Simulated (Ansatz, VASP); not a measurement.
## One calculation of CsCdCl3, two programs

```
Cs Cd Cl
1.0
     5.20000    0.00000    0.00000
     0.00000    5.27800    0.00000
     0.00000    0.00000    5.20000
Cs Cd Cl
1 1 3
Direct
  0.00000 0.00000 0.00000
  0.50000 0.50000 0.50000
  0.00000 0.50000 0.50000
  0.50000 0.00000 0.50000
  0.50000 0.50000 0.00000
```

Change from the starting cell: strain +0.0150 x Voigt [0, 1, 0, 0, 0, 0], atoms carried along.

Alike in both runs: task single point; functional LDA; k mesh 6 × 6 × 6; occupations gaussian, width 0.05 eV; no spin polarisation.

|  | VASP | Ansatz |
| --- | --- | --- |
| version | VASP 6.6.1 | Ansatz 0.2.0 |
| potentials or method | VASP PAW LDA potentials, release 64 (Cs_sv, Cd, Cl), cutoff 520 eV | scalar-relativistic, plane waves, PAW |
| valence electrons in the cell | 42 | 50 |

```tsv
	VASP	Ansatz	Ansatz less VASP
gap on the k mesh at the Fermi level (eV)	1.49	1.46	-0.027
least direct gap on the mesh (eV)	2.06	2.03	-0.022
pressure (GPa)	-2.2	-2.4	-0.20
traceless stress, the component that is largest in VASP (GPa)	-0.38	-0.36	+0.020
```

LDA's correlation is that of Perdew and Zunger in VASP and of Perdew and Wang (1992) in Ansatz. VASP's potentials hold 42 valence electrons a cell and Ansatz's 50, so a difference there can come from the potentials and not from the codes.

Spin-orbit coupling is off throughout.
